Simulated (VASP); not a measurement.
Runs of VASP 6.6.1 on Ir. The structure is that of space group P6_3/mmc (No. 194), or close to it. The cells are those of the table. 

| level | cell | smearing | gap on the mesh (eV) | pressure (GPa) |
| --- | --- | --- | --- | --- |
| PBE | a = 2.621, b = 2.621, c = 4.250 Å, angles 90.0, 90.0, 120.0°, 2 atoms | tetrahedron | none | 71.3 |
| PBE | a = 2.751, b = 2.751, c = 4.462 Å, angles 90.0, 90.0, 120.0°, 2 atoms | gaussian 0.1 eV | none | -1.1 |
| PBE | a = 2.751, b = 2.751, c = 4.462 Å, angles 90.0, 90.0, 120.0°, 2 atoms | fermi-dirac 0.0861733 eV | none | -0.9 |
| revPBE | a = 2.751, b = 2.751, c = 4.462 Å, angles 90.0, 90.0, 120.0°, 2 atoms | gaussian 0.1 eV | none | (a) |
| PBEsol | a = 2.751, b = 2.751, c = 4.462 Å, angles 90.0, 90.0, 120.0°, 2 atoms | gaussian 0.1 eV | none | (b) |

Alike in all rows: task single point; potentials or basis VASP PAW PBE potentials, release 64 (Ir); no spin polarisation; k mesh 6 × 6 × 4; cutoff (eV) 500.

Question: Estimate the missing entries.

Answer: (a) 1.7; (b) -11.9.

Caveats: all runs use coarse meshes; spin-orbit coupling is left out, which moves the levels of the heavy elements; the PAW data sets were made with another functional, which shifts forces and pressure a little (some runs); tetrahedron occupations give inexact forces and stress in metals (some runs).

A k mesh can miss the band edges, and the runs leave out spin-orbit coupling on Ir.

A gap of «none» marks levels without a gap at the run's occupations.
